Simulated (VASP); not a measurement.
# NbP (zincblende type) (F-43m) in VASP: single point with PBE

Aim: the single point of NbP (zincblende type) with PBE.

Program: VASP 6.6.1. These are calculated values, not measurements. Logs are shortened: lines on timing, memory, paths and dates and some standing lists are left out, and cuts for length are marked.

## (1) The cell of the first run

It takes space group F-43m (No. 216, cubic). Conventional cell: a = 5.587 Å, b = 5.587 Å, c = 5.587 Å, α = 90.00°, β = 90.00°, γ = 90.00°. Within 3.2 Å of Nb (site symmetry -43m) lie 4 P at 2.42 Å. Within 3.2 Å of P (site symmetry -43m) lie 4 Nb at 2.42 Å.

## (2) Single point, PBE

Contents of INCAR:

```
PREC = Accurate ; ENCUT = 500
EDIFF = 1E-6 ; ISMEAR = -1
SIGMA = 0.08 ; LREAL = F
LASPH = T ; NELM = 120
ALGO = Normal ; ISIF = 2
LWAVE = F ; LCHARG = T
GGA = PE ; LELF = T
LVHAR = T ; NBANDS = 16
GGA_COMPAT = F
```

Contents of KPOINTS:

```
Automatic mesh
0
Gamma
  12 12 12
```

Contents of POSCAR:

```
NbP
1.0
    0.0000000000      2.7936133504      2.7936133504
    2.7936133504      0.0000000000      2.7936133504
    2.7936133504      2.7936133504      0.0000000000
Nb P
1 1
Direct
    0.0000000000      0.0000000000      0.0000000000
    0.2500000000      0.2500000000      0.2500000000
```

Potentials or basis: VASP PAW PBE potentials, release 64 (Nb_sv, P).

Command:

```bash
cat potpaw_PBE.64/Nb_sv/POTCAR potpaw_PBE.64/P/POTCAR > POTCAR
mpirun -np 1 vasp_std > vasp.out
```

OUTCAR:

```text
PREC = Accurate
   ENCUT = 500
   EDIFF = 1E-6
   ISMEAR = -1
   LREAL = F
   LASPH = T
   NELM = 120
   ISIF = 2
   GGA = PE

 ion  position               nearest neighbor table
   1  0.000  0.000  0.000-   2 2.42   2 2.42   2 2.42   2 2.42
   2  0.250  0.250  0.250-   1 2.42   1 2.42   1 2.42   1 2.42

  LATTYP: Found a face centered cubic cell.
 ALAT       =     5.5872267008

  Lattice vectors:

 A1 = (   0.0000000000,   2.7936133504,   2.7936133504)
 A2 = (   2.7936133504,   0.0000000000,   2.7936133504)
 A3 = (   2.7936133504,   2.7936133504,   0.0000000000)

Analysis of symmetry for initial positions (statically):
=====================================================================
 Subroutine PRICEL returns:
 Original cell was already a primitive cell.

 Routine SETGRP: Setting up the symmetry group for a
 face centered cubic supercell.

 Subroutine GETGRP returns: Found 24 space group operations
 (whereof 24 operations were pure point group operations)
 out of a pool of 48 trial point group operations.

The static configuration has the point symmetry T_d .

Analysis of symmetry for dynamics (positions and initial velocities):
=====================================================================
 Subroutine PRICEL returns:
 Original cell was already a primitive cell.

 Routine SETGRP: Setting up the symmetry group for a
 face centered cubic supercell.

 Subroutine GETGRP returns: Found 24 space group operations
 (whereof 24 operations were pure point group operations)
 out of a pool of 48 trial point group operations.

The dynamic configuration has the point symmetry T_d .

 Subroutine INISYM returns: Found 24 space group operations
 (whereof 24 operations are pure point group operations),
 and found     1 'primitive' translations

----------------------------------------------------------------------------------------

                                     Primitive cell

  volume of cell :      43.6043

  direct lattice vectors                    reciprocal lattice vectors
[... 66 lines left out ...]
  0.500000  0.166667  0.000000     24.000000
 -0.416667  0.166667  0.000000     24.000000
 [... further k-points ...]
   k-points           NKPTS =     72   k-points in BZ     NKDIM =     72   number of bands    NBANDS=     16
   number of dos      NEDOS =    301   number of ions     NIONS =      2
   total plane-waves  NPLWV =  27000
   dimension x,y,z NGX =    30 NGY =   30 NGZ =   30
   dimension x,y,z NGXF=    60 NGYF=   60 NGZF=   60
   ions per type =               1   1
   NGX,Y,Z   is equivalent  to a cutoff of  12.62, 12.62, 12.62 a.u.
   NGXF,Y,Z  is equivalent  to a cutoff of  25.25, 25.25, 25.25 a.u.
 SYSTEM =  unknown system
   PREC   = accura    normal or accurate (medium, high low for compatibility)
   ISTART =      0    job   : 0-new  1-cont  2-samecut
   ICHARG =      2    charge: 1-file 2-atom 10-const
   ISPIN  =      1    spin polarized calculation?
   LNONCOLLINEAR =      F non collinear calculations
   LSORBIT =      F    spin-orbit coupling
   LASPH  =      T    aspherical Exc in radial PAW
   ENCUT  =  500.0 eV  36.75 Ry    6.06 a.u.   7.20  7.20  7.20*2*pi/ulx,y,z
   NELM   =    120;   NELMIN=  2; NELMDL= -5     # of ELM steps
   EDIFF  = 0.1E-05   stopping-criterion for ELM
   LREAL  =      F    real-space projection
[... 7 lines left out ...]
   TEBEG  =    0.0;   TEEND  =   0.0 temperature during run
   PSTRESS=    0.0 pullay stress
   NELECT =      18.0000    total number of electrons
   NUPDOWN=      -1.0000    fix difference up-down
   EMIN   =  10.00;   EMAX   =-10.00  energy-range for DOS
   EFERMI =   0.00;   METHOD = LEGACY
   ISMEAR =    -1;   SIGMA  =   0.08  broadening in eV -4-tet -1-fermi 0-gaus
   EFERMI_NEDOS =   21; number of points for ismear=-14 and -15
   IALGO  =     38    algorithm
   IMIX   =      4    mixing-type and parameters
     AMIX     =   0.40;   BMIX     =  1.00
     AMIX_MAG =   1.60;   BMIX_MAG =  1.00
  volume/ion in A,a.u.               =      21.80       147.13
  Fermi-wavevector in a.u.,A,eV,Ry     =   1.218960  2.303500 20.216392  1.485863
  Thomas-Fermi vector in A             =   2.354228
   LORBIT       =      0    0 simple, 1 ext, 2 COOP (PROOUT), +10 PAW based schemes
   GGA     = PE    functional components
   LHFCALC =     F    Hartree Fock is set to
   AEXX    =    0.0000 exact exchange contribution
   IVDW    =     0    specifies the selected vdW correction
   LEPSILON=     F    determine dielectric tensor
   LRPA    =     F    only Hartree local field effects (RPA)
 non-spin polarized calculation
  energy-cutoff  :      500.00
  volume of cell :       43.60
 maximum number of plane-waves:      1125
 NGX is ok and might be reduce to    30
   NGX = 15   NGY = 15   NGZ = 15

 number of electron      18.0000000 magnetization

 Free energy of the ion-electron system (eV)
  ---------------------------------------------------
  ext. energy  EPLUGINS =         0.00000000
  ---------------------------------------------------
  free energy    TOTEN  =       -15.76920330 eV

  energy without entropy =      -15.72304439  energy(sigma->0) =      -15.74612384

 E-fermi :   6.9630     XC(G=0): -10.2464

 val. band max:        6.9606281006   @ k =   0.0833   0.0000   0.0000
 cond. band min:       6.9896825359   @ k =  -0.2500   0.4167   0.1667
 fundamental gap:      0.0290544353
 Fermi energy:         6.9629736742

 k-point     1 :       0.0000    0.0000    0.0000
  band No.  band energies     occupation
      1     -48.3314      2.00000
      2     -24.4009      2.00000
      3     -24.4009      2.00000
      4     -24.4009      2.00000
      5      -4.4213      2.00000
      6       3.2451      2.00000
[... 433 lines left out ...]
      3     -24.4310      2.00000
      4     -24.4181      2.00000
      5      -3.2783      2.00000
      6       2.8766      2.00000
[... 8 lines left out ...]
     15      15.7956      0.00000
     16      16.4123      0.00000

 [... further k-points ...]
[... 5 lines left out ...]
  --------------------------------------------------------------------------------------
  -------------------------------------------------------------------------------------
  Total       -0.0745151     -0.0745151     -0.0745151      0.0000000     -0.0000000      0.0000000
  in kB       -2.7379517     -2.7379517     -2.7379517      0.0000000     -0.0000000      0.0000000
  external PRESSURE =      -2.7379517 kB  Pullay stress =       0.0000000 kB

 VOLUME and BASIS-vectors are now :
 -----------------------------------------------------------------------------
  energy-cutoff  :      500.00
  volume of cell :       43.60
      direct lattice vectors                 reciprocal lattice vectors
     0.000000000  2.793613350  2.793613350    -0.178979672  0.178979672  0.178979672
     2.793613350  0.000000000  2.793613350     0.178979672 -0.178979672  0.178979672
     2.793613350  2.793613350  0.000000000     0.178979672  0.178979672 -0.178979672

 POSITION                                       TOTAL-FORCE (eV/Angst)
 -----------------------------------------------------------------------------------
      0.00000      0.00000      0.00000        -0.000000     -0.000000     -0.000000
      1.39681      1.39681      1.39681         0.000000      0.000000      0.000000
 -----------------------------------------------------------------------------------
    total drift:                                0.000000      0.000000      0.000000

  FREE ENERGIE OF THE ION-ELECTRON SYSTEM (eV)
  ---------------------------------------------------
  free  energy   TOTEN  =       -15.7692032988 eV

  energy  without entropy=      -15.7230443900  energy(sigma->0) =      -15.74612384
```

OSZICAR:

```text
N       E                     dE             d eps       ncg     rms          rms(c)
DAV:   1     0.133353619379E+03    0.13335E+03   -0.90039E+03  2312   0.103E+03
DAV:   2    -0.104032870324E+02   -0.14376E+03   -0.13817E+03  2896   0.335E+02
DAV:   3    -0.168853826354E+02   -0.64821E+01   -0.63816E+01  3720   0.599E+01
DAV:   4    -0.171804805686E+02   -0.29510E+00   -0.29458E+00  3144   0.120E+01
DAV:   5    -0.171910175243E+02   -0.10537E-01   -0.10535E-01  3720   0.208E+00    0.819E+00
DAV:   6    -0.157527961423E+02    0.14382E+01   -0.41965E+00  3640   0.165E+01    0.356E+00
DAV:   7    -0.157662041838E+02   -0.13408E-01   -0.19151E-01  2840   0.373E+00    0.232E+00
DAV:   8    -0.157696455051E+02   -0.34413E-02   -0.32328E-02  4160   0.156E+00    0.496E-01
DAV:   9    -0.157691132644E+02    0.53224E-03   -0.19657E-03  3464   0.392E-01    0.202E-01
DAV:  10    -0.157692091408E+02   -0.95876E-04   -0.22050E-04  3064   0.150E-01    0.654E-02
DAV:  11    -0.157692018994E+02    0.72414E-05   -0.13841E-05  3456   0.416E-02    0.182E-02
DAV:  12    -0.157692034316E+02   -0.15323E-05   -0.45795E-06  2872   0.123E-02    0.797E-03
DAV:  13    -0.157692032988E+02    0.13281E-06   -0.10574E-07  1992   0.314E-03
   1 F= -.15769203E+02 E0= -.15746124E+02  d E =-.461589E-01
```

It took 47 s on 1 thread of Intel Xeon Platinum 8375C at 2.90GHz (Ice Lake), shared host; peak memory 0.2 GiB.

Results:

| Item | Value |
| --- | --- |
| Free energy | -15.7692 eV |
| Pressure | -0.3 GPa |
| Band gap on the k mesh | zero (band 9 reaches 7.48 eV, above the bottom of band 10 at 6.87 eV) |

Levels at points of the mesh, in eV from the Fermi level:
```
           k point  band 7  band 8  band 9  band 10  band 11  band 12
(0.00, 0.00, 0.00)   -3.72   -3.72    0.03     0.03     2.87     5.65
(0.50, 0.00, 0.00)   -3.28   -3.28    0.52     0.52     0.79     3.42
(0.50, 0.50, 0.00)   -2.19   -2.19   -1.12     0.98     1.13     1.61
```
